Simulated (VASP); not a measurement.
# NbH2 (P6/mmm) in VASP: notebook

Runs on NbH2. Level: PBEsol. Tasks: single point, relaxation of cell and atoms.

All numbers are computed with VASP 6.6.1; they aren't measurements. Logs are shortened: lines on timing, memory, paths and dates and some standing lists are left out, and cuts for length are marked.

## 1. The cell of the first run

The structure is hexagonal, space group P6/mmm (No. 191). Conventional cell: a = 3.081 Å, b = 3.081 Å, c = 2.701 Å, α = 90.00°, β = 90.00°, γ = 120.00°. Within 3.0 Å of Nb (site symmetry 6/mmm) lie 12 H at 2.23 Å and 2 Nb at 2.70 Å. Within 2.4 Å of H (site symmetry -6m2) lie 3 H at 1.78 Å and 6 Nb at 2.23 Å.

## 2. Single point, PBEsol

The input, INCAR:

```
SYSTEM = NbH2
PREC = Accurate ; ENCUT = 520
EDIFF = 1E-6 ; ISMEAR = 1
SIGMA = 0.05 ; LREAL = .False.
LASPH = .True. ; NELM = 80
ALGO = Normal ; ISIF = 2
LWAVE = .False. ; LCHARG = .False.
GGA = PS ; NBANDS = 14
```

The input, KPOINTS:

```
Automatic mesh
0
Gamma
  7 7 6
  0 0 0
```

The input, POSCAR:

```
NbH2
1.0
    3.0809292138      0.0000000000      0.0000000000
   -1.5404646069      2.6681629664      0.0000000000
    0.0000000000      0.0000000000      2.7009974282
Nb H
1 2
Direct
    0.0000000000      0.0000000000      0.0000000000
    0.3333333333      0.6666666667      0.5000000000
    0.6666666667      0.3333333333      0.5000000000
```

Potentials or basis: VASP PAW PBE potentials, release 64 (Nb_sv, H).

Command:

```sh
cat potpaw_PBE.64/Nb_sv/POTCAR potpaw_PBE.64/H/POTCAR > POTCAR
mpirun -np 1 vasp_std > vasp.out
```

OUTCAR:

```text
SYSTEM = NbH2
   PREC = Accurate
   ENCUT = 520
   EDIFF = 1E-6
   ISMEAR = 1
   LREAL = .False.
   LASPH = .True.
   NELM = 80
   ISIF = 2
   GGA = PS

 ion  position               nearest neighbor table
   1  0.000  0.000  0.000-
   2  0.333  0.667  0.500-
   3  0.667  0.333  0.500-

  LATTYP: Found a hexagonal cell.
 ALAT       =     3.0809292138
 C/A-ratio  =     0.8766827281

  Lattice vectors:

 A1 = (   3.0809292138,   0.0000000000,   0.0000000000)
 A2 = (  -1.5404646069,   2.6681629664,   0.0000000000)
 A3 = (   0.0000000000,   0.0000000000,   2.7009974282)

Analysis of symmetry for initial positions (statically):
=====================================================================
 Subroutine PRICEL returns:
 Original cell was already a primitive cell.

 Routine SETGRP: Setting up the symmetry group for a
 hexagonal supercell.

 Subroutine GETGRP returns: Found 24 space group operations
 (whereof 24 operations were pure point group operations)
 out of a pool of 24 trial point group operations.

The static configuration has the point symmetry D_6h.

Analysis of symmetry for dynamics (positions and initial velocities):
=====================================================================
 Subroutine PRICEL returns:
 Original cell was already a primitive cell.

 Routine SETGRP: Setting up the symmetry group for a
 hexagonal supercell.

 Subroutine GETGRP returns: Found 24 space group operations
 (whereof 24 operations were pure point group operations)
 out of a pool of 24 trial point group operations.

The dynamic configuration has the point symmetry D_6h.

 Subroutine INISYM returns: Found 24 space group operations
 (whereof 24 operations are pure point group operations),
 and found     1 'primitive' translations

----------------------------------------------------------------------------------------

                                     Primitive cell

  volume of cell :      22.2033

  direct lattice vectors                    reciprocal lattice vectors
     3.080929214  0.000000000  0.000000000     0.324577402  0.187394850  0.000000000
    -1.540464607  2.668162966  0.000000000     0.000000000  0.374789701  0.000000000
     0.000000000  0.000000000  2.700997428     0.000000000  0.000000000  0.370233599

  length of vectors
     3.080929214  3.080929214  2.700997428     0.374789701  0.374789701  0.370233599

  position of ions in fractional coordinates (direct lattice)
     0.000000000  0.000000000  0.000000000
     0.333333333  0.666666667  0.500000000
     0.666666667  0.333333333  0.500000000

  ion indices of the primitive-cell ions
   primitive index   ion index
                 1           1
                 2           2
                 3           3

----------------------------------------------------------------------------------------

 KPOINTS: Automatic mesh

Automatic generation of k-mesh.
 Grid dimensions read from file:
 generate k-points for:    7    7    6

 Generating k-lattice:

  Cartesian coordinates                     Fractional coordinates (reciprocal lattice)
     0.046368200  0.026770693  0.000000000     0.142857143  0.000000000  0.000000000
     0.000000000  0.053541386  0.000000000     0.000000000  0.142857143  0.000000000
     0.000000000  0.000000000  0.061705600     0.000000000  0.000000000  0.166666667

  Length of vectors
     0.053541386  0.053541386  0.061705600

  Shift w.r.t. Gamma in fractional coordinates (k-lattice)
     0.000000000  0.000000000  0.000000000

 Subroutine IBZKPT returns following result:
 ===========================================

 Found     32 irreducible k-points:

 Following reciprocal coordinates:
            Coordinates               Weight
  0.000000  0.000000  0.000000      1.000000
  0.142857 -0.000000  0.000000      6.000000
  0.285714 -0.000000  0.000000      6.000000
  0.428571 -0.000000  0.000000      6.000000
  0.142857  0.142857  0.000000      6.000000
  0.285714  0.142857  0.000000     12.000000
[... 16 lines left out ...]
  0.428571  0.142857  0.333333     12.000000
  0.285714  0.285714  0.333333     12.000000
 [... further k-points ...]
   k-points           NKPTS =     32   k-points in BZ     NKDIM =     32   number of bands    NBANDS=     14
   number of dos      NEDOS =    301   number of ions     NIONS =      3
   total plane-waves  NPLWV =  11520
   dimension x,y,z NGX =    24 NGY =   24 NGZ =   20
   dimension x,y,z NGXF=    48 NGYF=   48 NGZF=   40
   ions per type =               1   2
   NGX,Y,Z   is equivalent  to a cutoff of  12.95, 12.95, 12.31 a.u.
   NGXF,Y,Z  is equivalent  to a cutoff of  25.90, 25.90, 24.62 a.u.
 SYSTEM =  NbH2
   PREC   = accura    normal or accurate (medium, high low for compatibility)
   ISTART =      0    job   : 0-new  1-cont  2-samecut
   ICHARG =      2    charge: 1-file 2-atom 10-const
   ISPIN  =      1    spin polarized calculation?
   LNONCOLLINEAR =      F non collinear calculations
   LSORBIT =      F    spin-orbit coupling
   LASPH  =      T    aspherical Exc in radial PAW
   ENCUT  =  520.0 eV  38.22 Ry    6.18 a.u.   5.73  5.73  5.02*2*pi/ulx,y,z
   NELM   =     80;   NELMIN=  2; NELMDL= -5     # of ELM steps
   EDIFF  = 0.1E-05   stopping-criterion for ELM
   LREAL  =      F    real-space projection
   EDIFFG = 0.1E-04   stopping-criterion for IOM
   NSW    =      0    number of steps for IOM
   IBRION =     -1    ionic relax: 0-MD 1-quasi-New 2-CG
   NFREE  =      0    steps in history (QN), initial steepest desc. (CG)
   ISIF   =      2    stress and relaxation
   ISYM   =      2    0-nonsym 1-usesym 2-fastsym
   POTIM  = 0.5000    time-step for ionic-motion
   TEBEG  =    0.0;   TEEND  =   0.0 temperature during run
   PSTRESS=    0.0 pullay stress
   NELECT =      15.0000    total number of electrons
   NUPDOWN=      -1.0000    fix difference up-down
   EMIN   =  10.00;   EMAX   =-10.00  energy-range for DOS
   EFERMI =   0.00;   METHOD = LEGACY
   ISMEAR =     1;   SIGMA  =   0.05  broadening in eV -4-tet -1-fermi 0-gaus
   EFERMI_NEDOS =   21; number of points for ismear=-14 and -15
   IALGO  =     38    algorithm
   IMIX   =      4    mixing-type and parameters
     AMIX     =   0.40;   BMIX     =  1.00
     AMIX_MAG =   1.60;   BMIX_MAG =  1.00
  volume/ion in A,a.u.               =       7.40        49.95
  Fermi-wavevector in a.u.,A,eV,Ry     =   1.436479  2.714551 28.075225  2.063471
  Thomas-Fermi vector in A             =   2.555662
   LORBIT       =      0    0 simple, 1 ext, 2 COOP (PROOUT), +10 PAW based schemes
   GGA     = PS    functional components
   LHFCALC =     F    Hartree Fock is set to
   AEXX    =    0.0000 exact exchange contribution
   IVDW    =     0    specifies the selected vdW correction
   LEPSILON=     F    determine dielectric tensor
   LRPA    =     F    only Hartree local field effects (RPA)
 non-spin polarized calculation
 Methfessel and Paxton  Order N= 1 SIGMA  =   0.05
  energy-cutoff  :      520.00
  volume of cell :       22.20
 maximum number of plane-waves:       608
 NGX is ok and might be reduce to    24
   NGX = 11   NGY = 11   NGZ = 11

 number of electron      15.0000000 magnetization

 Free energy of the ion-electron system (eV)
  ---------------------------------------------------
  ext. energy  EPLUGINS =         0.00000000
  ---------------------------------------------------
  free energy    TOTEN  =       -16.72779520 eV

  energy without entropy =      -16.72720072  energy(sigma->0) =      -16.72759704

 E-fermi :  11.0438     XC(G=0): -12.6071

 val. band max:       10.9717280916   @ k =   0.1429  -0.0000   0.5000
 cond. band min:      11.0508023341   @ k =   0.1429  -0.0000   0.3333
 fundamental gap:      0.0790742425
 Fermi energy:        11.0437855020

 k-point     1 :       0.0000    0.0000    0.0000
  band No.  band energies     occupation
      1     -44.1809      2.00000
      2     -19.9170      2.00000
      3     -19.9170      2.00000
      4     -19.5242      2.00000
      5      -0.6462      2.00000
      6       7.5283      2.00000
      7       9.8732      2.00000
      8       9.8732      2.00000
      9      12.4147      0.00000
     10      14.7464      0.00000
     11      14.7464      0.00000
     12      22.2318      0.00000
     13      22.8063      0.00000
     14      24.7475      0.00000

 k-point     2 :       0.1429   -0.0000    0.0000
  band No.  band energies     occupation
      1     -44.1626      2.00000
      2     -20.0748      2.00000
      3     -19.9509      2.00000
      4     -19.5092      2.00000
      5      -0.1163      2.00000
      6       7.7311      2.00000
      7       8.1088      2.00000
      8      10.4258      2.00000
      9      14.0805      0.00000
     10      14.4585      0.00000
     11      14.6449      0.00000
     12      20.6671      0.00000
     13      23.3514      0.00000
     14      23.4683      0.00000

 k-point     3 :       0.2857   -0.0000    0.0000
  band No.  band energies     occupation
      1     -44.1211      2.00000
      2     -20.4157      2.00000
      3     -20.0261      2.00000
      4     -19.4753      2.00000
      5       1.2674      2.00000
      6       6.0760      2.00000
      7       8.1213      2.00000
      8      11.9603     -0.00000
      9      12.9719      0.00000
     10      14.4266      0.00000
     11      16.2804      0.00000
     12      18.9869      0.00000
     13      21.0106      0.00000
     14      25.5678      0.00000

 k-point     4 :       0.4286   -0.0000    0.0000
  band No.  band energies     occupation
      1     -44.0876      2.00000
      2     -20.6772      2.00000
      3     -20.0855      2.00000
      4     -19.4479      2.00000
      5       2.9541      2.00000
      6       4.6252      2.00000
      7       8.0133      2.00000
      8      12.2834      0.00000
      9      13.9105      0.00000
     10      14.2599      0.00000
     11      16.4730      0.00000
     12      18.7554      0.00000
     13      19.4950      0.00000
     14      23.4436      0.00000

 k-point     5 :       0.1429    0.1429    0.0000
  band No.  band energies     occupation
      1     -44.1327      2.00000
      2     -20.3005      2.00000
      3     -20.0288      2.00000
      4     -19.4847      2.00000
      5       0.8483      2.00000
      6       6.5997      2.00000
      7       8.0418      2.00000
      8      11.4313     -0.00000
      9      13.3140      0.00000
     10      14.3906      0.00000
     11      15.9391      0.00000
[... 276 lines left out ...]
 k-point    22 :       0.2857    0.1429    0.3333
  band No.  band energies     occupation
      1     -43.9447      2.00000
      2     -20.6166      2.00000
      3     -20.3625      2.00000
      4     -19.9992      2.00000
      5       2.5266      2.00000
      6       6.2557      2.00000
      7       9.7147      2.00000
      8      10.9471      2.01968
      9      12.0690      0.00000
     10      14.6528      0.00000
     11      15.0157      0.00000
     12      18.8925      0.00000
     13      20.3705      0.00000
     14      25.2358      0.00000

 k-point    23 :       0.4286    0.1429    0.3333
  band No.  band energies     occupation
      1     -43.9290      2.00000
      2     -20.5853      2.00000
      3     -20.4632      2.00000
      4     -20.0459      2.00000
      5       2.8375      2.00000
      6       5.3821      2.00000
      7       9.4909      2.00000
      8      12.0926      0.00000
      9      12.1994      0.00000
     10      14.9705      0.00000
     11      16.1362      0.00000
     12      18.2955      0.00000
     13      19.8788      0.00000
     14      23.4286      0.00000

 k-point    24 :       0.2857    0.2857    0.3333
  band No.  band energies     occupation
      1     -43.9251      2.00000
      2     -20.5785      2.00000
      3     -20.3674      2.00000
      4     -20.1831      2.00000
      5       3.2565      2.00000
      6       4.7750      2.00000
      7      10.1515      2.00000
      8      10.7445      2.00000
      9      12.8361      0.00000
     10      16.0964      0.00000
     11      16.1256      0.00000
     12      17.5216      0.00000
     13      20.1291      0.00000
     14      23.2344      0.00000

 [... further k-points ...]
[... 5 lines left out ...]
  --------------------------------------------------------------------------------------
  -------------------------------------------------------------------------------------
  Total       -0.0685496     -0.0685496     -0.0702751     -0.0000000     -0.0000000     -0.0000000
  in kB       -4.9464918     -4.9464918     -5.0710046     -0.0000000     -0.0000000     -0.0000000
  external PRESSURE =      -4.9879961 kB  Pullay stress =       0.0000000 kB

 VOLUME and BASIS-vectors are now :
 -----------------------------------------------------------------------------
  energy-cutoff  :      520.00
  volume of cell :       22.20
      direct lattice vectors                 reciprocal lattice vectors
     3.080929214  0.000000000  0.000000000     0.324577402  0.187394850  0.000000000
    -1.540464607  2.668162966  0.000000000     0.000000000  0.374789701  0.000000000
     0.000000000  0.000000000  2.700997428     0.000000000  0.000000000  0.370233599

 POSITION                                       TOTAL-FORCE (eV/Angst)
 -----------------------------------------------------------------------------------
      0.00000      0.00000      0.00000        -0.000000      0.000000      0.000000
     -0.00000      1.77878      1.35050         0.000000      0.000000     -0.000000
      1.54046      0.88939      1.35050        -0.000000     -0.000000      0.000000
 -----------------------------------------------------------------------------------
    total drift:                               -0.000000      0.000000     -0.000000

  FREE ENERGIE OF THE ION-ELECTRON SYSTEM (eV)
  ---------------------------------------------------
  free  energy   TOTEN  =       -16.7277951997 eV

  energy  without entropy=      -16.7272007180  energy(sigma->0) =      -16.72759704
```

Run time: 14 s. Hardware: 1 thread of AMD EPYC 7R43 (Zen 3), shared host; peak memory 0.1 GiB.

Results:

- Free energy: -16.7278 eV
- Pressure: -0.5 GPa

Levels at points of the mesh, in eV from the Fermi level:
```csv
k point,band 5,band 6,band 7,band 8,band 9,band 10
"(0.00, 0.00, 0.00)",-11.69,-3.52,-1.17,-1.17,1.37,3.70
"(0.00, 0.00, 0.50)",-8.05,-4.11,-0.21,-0.21,0.12,0.12
```

Caveat: the k points lie up to 0.39 Å⁻¹ apart; the PAW data sets were made with another functional, which shifts forces and pressure a little.

## 3. Relaxation of cell and atoms, PBEsol

This run uses another cell than the first one, of 7.51 Å³/atom, 1.014 times its volume.

The input, INCAR:

```
SYSTEM = NbH2
PREC     = Accurate       ! precision mode
ENCUT    = 600            ! plane-wave cutoff, eV
EDIFF    = 1E-6           ! SCF threshold, eV
ISMEAR   = 1              ! smearing method
SIGMA    = 0.05           ! smearing width, eV
LREAL    = .False.        ! projectors in reciprocal space
LASPH    = .True.         ! aspherical terms in the spheres
NELM     = 80             ! most SCF steps
ALGO     = Normal         ! electronic algorithm
ISIF     = 3              ! what is computed and relaxed
LWAVE    = .False.        ! write WAVECAR
LCHARG   = .False.        ! write CHGCAR
GGA      = PS             ! functional
IBRION   = 2              ! ionic algorithm
NSW      = 60             ! ionic steps
EDIFFG   = -0.01          ! ionic threshold
```

KPOINTS is that of step 2.

The input, POSCAR:

```
NbH2
1.0
    2.8700000000      0.0000000000      0.0000000000
   -1.4350000000      2.4854929089      0.0000000000
    0.0000000000      0.0000000000      3.1570000000
Nb H
1 2
Direct
    0.0000000000      0.0000000000      0.0000000000
    0.3333333333      0.6666666667      0.5000000000
    0.6666666667      0.3333333333      0.5000000000
```

Potentials or basis: VASP PAW PBE potentials, release 64 (Nb_sv, H).

Command:

```sh
cat potpaw_PBE.64/Nb_sv/POTCAR potpaw_PBE.64/H/POTCAR > POTCAR
mpirun -np 1 vasp_std > vasp.out
```

Run time: 1.9 min. Hardware: 1 thread of AMD EPYC 7R43 (Zen 3), shared host; peak memory 0.12 GiB.

Results (log left out):

```yaml
Free_energy: -16.7275 eV
Relaxed_volume: 7.38 Å³/atom
Relaxed_cell: a = 3.078 Å, b = 3.078 Å, c = 2.698 Å, α = 90.00°, β = 90.00°, γ = 120.00°
Space_group_after_relaxing_to_0.05_Å: P6/mmm (No. 191)
Energy_gained_by_relaxing: 71.5 meV/atom
Ionic_steps: 12
Pressure_after_relaxing: 0.1 GPa
```

The path:
```tsv
step	energy change (eV)	largest force (eV/Å)	pressure (GPa)	volume (Å³)
1	0.0000	0.0000	-0.89	22.52
2	-0.0467	0.0000	-0.24	22.37
3	-0.1057	0.0000	2.08	22.01
4	-0.1257	0.0000	12.00	21.03
5	-0.1768	0.0000	4.18	21.68
6	-0.1979	0.0000	7.01	21.37
7	-0.1759	0.0000	-3.37	22.69
8	-0.2079	0.0000	2.78	21.84
9	-0.2140	0.0000	-1.15	22.30
10	-0.2146	0.0000	-0.39	22.20
11	-0.2146	0.0000	-0.31	22.19
12	-0.2146	0.0000	0.13	22.14
```

Final structure:
```
Nb H
1.0
     3.07787    0.00000    0.00000
    -1.53894    2.66551    0.00000
     0.00000    0.00000    2.69849
Nb H
1 2
Direct
  0.00000 0.00000 0.00000
  0.33333 0.66667 0.50000
  0.66667 0.33333 0.50000
```

Levels at points of the mesh, in eV from the Fermi level:
```
           k point  band 3  band 4  band 5  band 6  band 7  band 8  band 9  band 10  band 11
(0.00, 0.00, 0.00)  -30.96  -30.56  -11.71   -3.53   -1.18   -1.18    1.37     3.72     3.72
(0.00, 0.00, 0.50)  -30.79  -30.79   -8.06   -4.12   -0.21   -0.21    0.12     0.12     3.39
```

Caveat: the k points lie up to 0.39 Å⁻¹ apart in the final cell; the PAW data sets were made with another functional, which shifts forces and pressure a little.
